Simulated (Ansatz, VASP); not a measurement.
## CrB5 in VASP and in Ansatz

```
Cr B
1.0
     3.96782    0.00000    0.00000
    -1.98391    3.43623    0.00000
     0.00000    0.00000    3.71643
Cr B
1 5
Direct
  0.00000 0.00000 0.50000
  0.33333 0.66667 0.23516
  0.66667 0.33333 0.23516
  0.66667 0.33333 0.76484
  0.33333 0.66667 0.76484
  0.00000 0.00000 0.00000
```

Alike in both runs: task single point; functional PBE; k mesh 6 × 6 × 6; occupations gaussian, width 0.1 eV; collinear spin.

|  | VASP | Ansatz |
| --- | --- | --- |
| version | VASP 6.6.1 | Ansatz 0.2.0 |
| potentials or method | VASP PAW PBE potentials, release 64 (Cr_pv, B), cutoff 520 eV | scalar-relativistic, plane waves, PAW |
| valence electrons in the cell | 27 | 29 |

Ansatz gave:

| Item | Value |
| --- | --- |
| gap on the k mesh at the Fermi level (eV) | none |
| pressure (GPa) | -15.7 |
| traceless stress, the component that is largest in VASP (GPa) | 31.46 |
| rms of the force components (eV/Å) | 0.462 |
| net moment per atom (μB) | 0.08 |
| size of the moment on the site where the two differ most (μB) | 0.35 |

**Question.** What did VASP give for the same quantities?

**Answer.** gap on the k mesh at the Fermi level (eV): none; pressure (GPa): -15.8; traceless stress, the component that is largest in VASP (GPa): 31.50; rms of the force components (eV/Å): 0.465; net moment per atom (μB): 0.08; size of the moment on the site where the two differ most (μB): 0.49.

Site moments also hang on the region over which each program counts them. Atom by atom the forces differ by 0.003 eV/Å (rms over components). A gap of «none» marks a metal or a gap that the smearing closes. With one functional, cell and mesh, what is left measures potentials, basis and numerics. VASP's potentials hold 27 valence electrons a cell and Ansatz's 29, so a difference there can come from the potentials and not from the codes.
